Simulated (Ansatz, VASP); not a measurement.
One calculation of TiAl3, two programs

```
Ti Al
1.0
    -1.92267    1.92267    4.47308
     1.92267   -1.92267    4.47308
     1.92267    1.92267   -4.47308
Ti Al
1 3
Cartesian
  0.0000 0.0000 0.0000
  0.0000 0.0000 4.4731
  0.0000 1.9227 2.2365
  1.9227 0.0000 2.2365
```

Change from the starting cell: strain +0.0375 x Voigt [0, 0, 1, 0, 0, 0], atoms carried along.

Alike in both runs: task single point; functional PBE; k mesh 18 × 18 × 18; occupations gaussian, width 0.15 eV; no spin polarisation.

```csv
,VASP,Ansatz
version,VASP 6.6.1,Ansatz 0.2.0
potentials or method,"VASP PAW PBE potentials, release 64 (Ti_sv, Al), cutoff 520 eV","scalar-relativistic, plane waves, PAW"
valence electrons in the cell,21,21
```

```csv
,VASP,Ansatz,Ansatz less VASP
gap on the k mesh at the Fermi level (eV),none,none,-
pressure (GPa),-3.4,-3.4,+0.02
"traceless stress, the component that is largest in VASP (GPa)",-4.01,-4.01,+0.001
```

A gap of «none» marks a metal or a gap that the smearing closes.
